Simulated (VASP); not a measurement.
# Co (Im-3m) in VASP: single point with LDA

Aim: the single point of Co with LDA.

All numbers are computed with VASP 6.6.1; they aren't measurements. Logs are shortened: lines on timing, memory, paths and dates and some standing lists are left out, and cuts for length are marked.

## 1. The cell of the first run

The structure is cubic, space group Im-3m (No. 229). Conventional cell: a = 2.733 Å, b = 2.733 Å, c = 2.733 Å, α = 90.00°, β = 90.00°, γ = 90.00°. Within 3.1 Å of Co (site symmetry m-3m) lie 14 Co at 2.37 to 2.73 Å.

This isn't the form of Co at room conditions, which is hcp.

## 2. Single point, LDA, collinear spin, ferromagnetic start

INCAR

```
SYSTEM = Co
  PREC = Accurate
  ENCUT = 690
  EDIFF = 1E-6
  ISMEAR = -1
  SIGMA = 0.05
  LREAL = .False.
  LASPH = .True.
  NELM = 200
  ALGO = Normal
  ISIF = 2
  LWAVE = .False.
  LCHARG = .True.
  ISPIN = 2
  MAGMOM = 1.7
  LORBIT = 11
  LMAXMIX = 4
  LELF = .True.
  LVHAR = .True.
  NBANDS = 18
  GGA_COMPAT = .False.
```

KPOINTS

```
Automatic mesh
0
Gamma
  16 16 16
  0 0 0
```

POSCAR

```
Co
1.0
   -1.3665268818      1.3665268818      1.3665268818
    1.3665268818     -1.3665268818      1.3665268818
    1.3665268818      1.3665268818     -1.3665268818
Co
1
Direct
    0.0000000000      0.0000000000      0.0000000000
```

Potentials or basis: VASP PAW LDA potentials, release 64 (Co_sv).

Run with:

```console
> cat potpaw_LDA.64/Co_sv/POTCAR > POTCAR
> mpirun -np 1 vasp_std > vasp.out
```

OUTCAR:

```text
SYSTEM = Co
   PREC = Accurate
   ENCUT = 690
   EDIFF = 1E-6
   ISMEAR = -1
   LREAL = .False.
   LASPH = .True.
   NELM = 200
   ISIF = 2
   ISPIN = 2
   LORBIT = 11

 ion  position               nearest neighbor table
   1  0.000  0.000  0.000-

  LATTYP: Found a body centered cubic cell.
 ALAT       =     2.7330537636

  Lattice vectors:

 A1 = (  -1.3665268818,   1.3665268818,   1.3665268818)
 A2 = (   1.3665268818,  -1.3665268818,   1.3665268818)
 A3 = (   1.3665268818,   1.3665268818,  -1.3665268818)

Analysis of symmetry for initial positions (statically):
=====================================================================
 Subroutine PRICEL returns:
 Original cell was already a primitive cell.

 Routine SETGRP: Setting up the symmetry group for a
 body centered cubic supercell.

 Subroutine GETGRP returns: Found 48 space group operations
 (whereof 48 operations were pure point group operations)
 out of a pool of 48 trial point group operations.

The static configuration has the point symmetry O_h .

Analysis of symmetry for dynamics (positions and initial velocities):
=====================================================================
 Subroutine PRICEL returns:
 Original cell was already a primitive cell.

 Routine SETGRP: Setting up the symmetry group for a
 body centered cubic supercell.

 Subroutine GETGRP returns: Found 48 space group operations
 (whereof 48 operations were pure point group operations)
 out of a pool of 48 trial point group operations.

The dynamic configuration has the point symmetry O_h .

Analysis of structural, dynamic, and magnetic symmetry:
=====================================================================
 Subroutine PRICEL returns:
 Original cell was already a primitive cell.

 Routine SETGRP: Setting up the symmetry group for a
 body centered cubic supercell.

 Subroutine GETGRP returns: Found 48 space group operations
 (whereof 48 operations were pure point group operations)
 out of a pool of 48 trial point group operations.

The overall configuration has the point symmetry O_h .

 Subroutine INISYM returns: Found 48 space group operations
 (whereof 48 operations are pure point group operations),
 and found     1 'primitive' translations

----------------------------------------------------------------------------------------

                                     Primitive cell

  volume of cell :      10.2074

  direct lattice vectors                    reciprocal lattice vectors
    -1.366526882  1.366526882  1.366526882     0.000000000  0.365891082  0.365891082
     1.366526882 -1.366526882  1.366526882     0.365891082  0.000000000  0.365891082
     1.366526882  1.366526882 -1.366526882     0.365891082  0.365891082  0.000000000

  length of vectors
     2.366893989  2.366893989  2.366893989     0.517448131  0.517448131  0.517448131

  position of ions in fractional coordinates (direct lattice)
     0.000000000  0.000000000  0.000000000

  ion indices of the primitive-cell ions
   primitive index   ion index
                 1           1

----------------------------------------------------------------------------------------

 KPOINTS: Automatic mesh

Automatic generation of k-mesh.
 Grid dimensions read from file:
 generate k-points for:   16   16   16

 Generating k-lattice:

  Cartesian coordinates                     Fractional coordinates (reciprocal lattice)
     0.000000000  0.022868193  0.022868193     0.062500000  0.000000000  0.000000000
     0.022868193  0.000000000  0.022868193     0.000000000  0.062500000  0.000000000
     0.022868193  0.022868193  0.000000000     0.000000000  0.000000000  0.062500000

  Length of vectors
     0.032340508  0.032340508  0.032340508

  Shift w.r.t. Gamma in fractional coordinates (k-lattice)
     0.000000000  0.000000000  0.000000000

 Subroutine IBZKPT returns following result:
 ===========================================

 Found    145 irreducible k-points:

 Following reciprocal coordinates:
            Coordinates               Weight
  0.000000  0.000000  0.000000      1.000000
  0.062500  0.000000  0.000000     12.000000
  0.125000  0.000000  0.000000     12.000000
  0.187500  0.000000  0.000000     12.000000
  0.250000  0.000000  0.000000     12.000000
  0.312500  0.000000  0.000000     12.000000
[... 16 lines left out ...]
  0.187500  0.187500  0.000000     24.000000
  0.250000  0.187500 -0.000000     48.000000
 [... further k-points ...]
   k-points           NKPTS =    145   k-points in BZ     NKDIM =    145   number of bands    NBANDS=     18
   number of dos      NEDOS =    301   number of ions     NIONS =      1
   total plane-waves  NPLWV =   8000
   dimension x,y,z NGX =    20 NGY =   20 NGZ =   20
   dimension x,y,z NGXF=    40 NGYF=   40 NGZF=   40
   ions per type =               1
   NGX,Y,Z   is equivalent  to a cutoff of  14.05, 14.05, 14.05 a.u.
   NGXF,Y,Z  is equivalent  to a cutoff of  28.10, 28.10, 28.10 a.u.
 SYSTEM =  Co
   PREC   = accura    normal or accurate (medium, high low for compatibility)
   ISTART =      0    job   : 0-new  1-cont  2-samecut
   ICHARG =      2    charge: 1-file 2-atom 10-const
   ISPIN  =      2    spin polarized calculation?
   LNONCOLLINEAR =      F non collinear calculations
   LSORBIT =      F    spin-orbit coupling
   LASPH  =      T    aspherical Exc in radial PAW
   ENCUT  =  690.0 eV  50.71 Ry    7.12 a.u.   5.07  5.07  5.07*2*pi/ulx,y,z
   NELM   =    200;   NELMIN=  2; NELMDL= -5     # of ELM steps
   EDIFF  = 0.1E-05   stopping-criterion for ELM
   LREAL  =      F    real-space projection
   EDIFFG = 0.1E-04   stopping-criterion for IOM
   NSW    =      0    number of steps for IOM
   IBRION =     -1    ionic relax: 0-MD 1-quasi-New 2-CG
   NFREE  =      0    steps in history (QN), initial steepest desc. (CG)
   ISIF   =      2    stress and relaxation
   ISYM   =      2    0-nonsym 1-usesym 2-fastsym
   POTIM  = 0.5000    time-step for ionic-motion
   TEBEG  =    0.0;   TEEND  =   0.0 temperature during run
   PSTRESS=    0.0 pullay stress
   NELECT =      17.0000    total number of electrons
   NUPDOWN=      -1.0000    fix difference up-down
   EMIN   =  10.00;   EMAX   =-10.00  energy-range for DOS
   EFERMI =   0.00;   METHOD = LEGACY
   ISMEAR =    -1;   SIGMA  =   0.05  broadening in eV -4-tet -1-fermi 0-gaus
   EFERMI_NEDOS =   21; number of points for ismear=-14 and -15
   IALGO  =     38    algorithm
   IMIX   =      4    mixing-type and parameters
     AMIX     =   0.40;   BMIX     =  1.00
     AMIX_MAG =   1.60;   BMIX_MAG =  1.00
  volume/ion in A,a.u.               =      10.21        68.88
  Fermi-wavevector in a.u.,A,eV,Ry     =   1.940527  3.667064 51.234697  3.765644
  Thomas-Fermi vector in A             =   2.970392
   LORBIT       =     11    0 simple, 1 ext, 2 COOP (PROOUT), +10 PAW based schemes
   GGA     = CA    functional components
   LHFCALC =     F    Hartree Fock is set to
   AEXX    =    0.0000 exact exchange contribution
   IVDW    =     0    specifies the selected vdW correction
   LEPSILON=     F    determine dielectric tensor
   LRPA    =     F    only Hartree local field effects (RPA)
 spin polarized calculation
  energy-cutoff  :      690.00
  volume of cell :       10.21
 maximum number of plane-waves:       430
   NGX = 11   NGY = 11   NGZ = 11

 number of electron      16.9999967 magnetization       1.6243172

 Free energy of the ion-electron system (eV)
  ---------------------------------------------------
  ext. energy  EPLUGINS =         0.00000000
  ---------------------------------------------------
  free energy    TOTEN  =        -8.03793082 eV

  energy without entropy =       -8.02521206  energy(sigma->0) =       -8.03157144

 E-fermi :  12.8363     XC(G=0): -14.7144

 val. band max:       12.8323693817   @ k =   0.3125   0.0625  -0.0000
 cond. band min:      12.8507969207   @ k =   0.1250   0.0625   0.0625
 fundamental gap:      0.0184275390
 Fermi energy:        12.8363096448

 spin component 1

 k-point     1 :       0.0000    0.0000    0.0000
  band No.  band energies     occupation
      1     -82.4100      1.00000
      2     -45.9829      1.00000
      3     -45.9829      1.00000
      4     -45.9829      1.00000
      5       3.1760      1.00000
      6       9.8408      1.00000
[... 10 lines left out ...]
     17      46.4956      0.00000
     18      46.4959      0.00000

 k-point     2 :       0.0625    0.0000    0.0000
  band No.  band energies     occupation
      1     -82.4069      1.00000
      2     -45.9986      1.00000
      3     -45.9879      1.00000
      4     -45.9827      1.00000
      5       3.3481      1.00000
      6       9.7945      1.00000
[... 10 lines left out ...]
     17      45.2919      0.00000
     18      46.9479      0.00000

 k-point     3 :       0.1250    0.0000    0.0000
  band No.  band energies     occupation
      1     -82.3981      1.00000
      2     -46.0447      1.00000
      3     -46.0032      1.00000
      4     -45.9823      1.00000
      5       3.8514      1.00000
      6       9.6641      1.00000
[... 10 lines left out ...]
     17      46.4973      0.00000
     18      48.2243      0.00000

 k-point     4 :       0.1875    0.0000    0.0000
  band No.  band energies     occupation
      1     -82.3848      1.00000
      2     -46.1133      1.00000
      3     -46.0263      1.00000
      4     -45.9823      1.00000
      5       4.6397      1.00000
      6       9.4728      1.00000
[... 375 lines left out ...]
      4     -46.0041      1.00000
      5       7.4115      1.00000
      6       8.7606      1.00000
[... 10 lines left out ...]
     17      53.4378      0.00000
     18      56.3216      0.00000

 k-point    23 :       0.1875    0.1875    0.0000
  band No.  band energies     occupation
      1     -82.3499      1.00000
      2     -46.2663      1.00000
      3     -46.0829      1.00000
      4     -46.0116      1.00000
      5       6.8849      1.00000
      6       9.0890      1.00000
[... 10 lines left out ...]
     17      50.4253      0.00000
     18      53.6308      0.00000

 k-point    24 :       0.2500    0.1875   -0.0000
  band No.  band energies     occupation
      1     -82.3376      1.00000
      2     -46.3091      1.00000
      3     -46.1180      1.00000
      4     -46.0169      1.00000
      5       7.5350      1.00000
      6       8.9125      1.00000
[... 10 lines left out ...]
     17      52.1523      0.00000
     18      54.6508      0.00000

 [... further k-points ...]

 spin component 2

 k-point     1 :       0.0000    0.0000    0.0000
  band No.  band energies     occupation
      1     -80.5361      1.00000
      2     -44.1567      1.00000
      3     -44.1567      1.00000
      4     -44.1567      1.00000
      5       3.3956      1.00000
      6      11.2433      1.00000
[... 10 lines left out ...]
     17      47.1018      0.00000
     18      47.1020      0.00000

 k-point     2 :       0.0625    0.0000    0.0000
  band No.  band energies     occupation
      1     -80.5328      1.00000
      2     -44.1737      1.00000
      3     -44.1621      1.00000
      4     -44.1566      1.00000
      5       3.5686      1.00000
      6      11.1910      1.00000
[... 10 lines left out ...]
     17      45.6701      0.00000
     18      47.5166      0.00000

 k-point     3 :       0.1250    0.0000    0.0000
  band No.  band energies     occupation
      1     -80.5234      1.00000
      2     -44.2233      1.00000
      3     -44.1785      1.00000
      4     -44.1562      1.00000
      5       4.0758      1.00000
      6      11.0440      1.00000
[... 10 lines left out ...]
     17      46.8155      0.00000
     18      48.7089      0.00000

 k-point     4 :       0.1875    0.0000    0.0000
  band No.  band energies     occupation
      1     -80.5094      1.00000
      2     -44.2971      1.00000
      3     -44.2031      1.00000
      4     -44.1563      1.00000
      5       4.8776      1.00000
      6      10.8291      1.00000
[... 375 lines left out ...]
      4     -44.1799      1.00000
      5       8.3905      1.00000
      6      10.0165      1.00000
[... 10 lines left out ...]
     17      53.9938      0.00000
     18      56.5395      0.00000

 k-point    23 :       0.1875    0.1875    0.0000
  band No.  band energies     occupation
      1     -80.4722      1.00000
      2     -44.4613      1.00000
      3     -44.2638      1.00000
      4     -44.1877      1.00000
      5       7.2850      1.00000
      6      10.3749      1.00000
[... 10 lines left out ...]
     17      50.8609      0.00000
     18      53.9673      0.00000

 k-point    24 :       0.2500    0.1875   -0.0000
  band No.  band energies     occupation
      1     -80.4592      1.00000
      2     -44.5073      1.00000
      3     -44.3014      1.00000
      4     -44.1934      1.00000
      5       8.1580      1.00000
      6      10.1630      1.00000
[... 10 lines left out ...]
     17      52.5012      0.00000
     18      55.0976      0.00000

 [... further k-points ...]
[... 5 lines left out ...]
  --------------------------------------------------------------------------------------
  -------------------------------------------------------------------------------------
  Total       -0.0872632     -0.0872632     -0.0872632      0.0000000      0.0000000      0.0000000
  in kB      -13.6970555    -13.6970555    -13.6970555      0.0000000      0.0000000      0.0000000
  external PRESSURE =     -13.6970555 kB  Pullay stress =       0.0000000 kB

 VOLUME and BASIS-vectors are now :
 -----------------------------------------------------------------------------
  energy-cutoff  :      690.00
  volume of cell :       10.21
      direct lattice vectors                 reciprocal lattice vectors
    -1.366526882  1.366526882  1.366526882     0.000000000  0.365891082  0.365891082
     1.366526882 -1.366526882  1.366526882     0.365891082  0.000000000  0.365891082
     1.366526882  1.366526882 -1.366526882     0.365891082  0.365891082  0.000000000

 POSITION                                       TOTAL-FORCE (eV/Angst)
 -----------------------------------------------------------------------------------
      0.00000      0.00000      0.00000        -0.000000      0.000000     -0.000000
 -----------------------------------------------------------------------------------
    total drift:                                0.000000     -0.000000      0.000000

  FREE ENERGIE OF THE ION-ELECTRON SYSTEM (eV)
  ---------------------------------------------------
  free  energy   TOTEN  =        -8.0379308244 eV

  energy  without entropy=       -8.0252120650  energy(sigma->0) =       -8.03157144

 total charge

# of ion       s       p       d       tot
------------------------------------------
    1        2.260   6.136   6.722  15.117

 magnetization (x)

# of ion       s       p       d       tot
------------------------------------------
    1        0.000  -0.008   1.650   1.642
```

It took 56 s on 1 thread of Intel Xeon Platinum 8259CL at 2.50GHz (Skylake/Cascade Lake), shared host; peak memory 0.16 GiB.

What came out:

* Free energy: -8.0379 eV
* Pressure: -1.4 GPa
* Net moment: 1.62 μB per cell
* Site moments: Co +1.64 μB
* Valence electrons inside the program's atomic spheres: Co 15.12
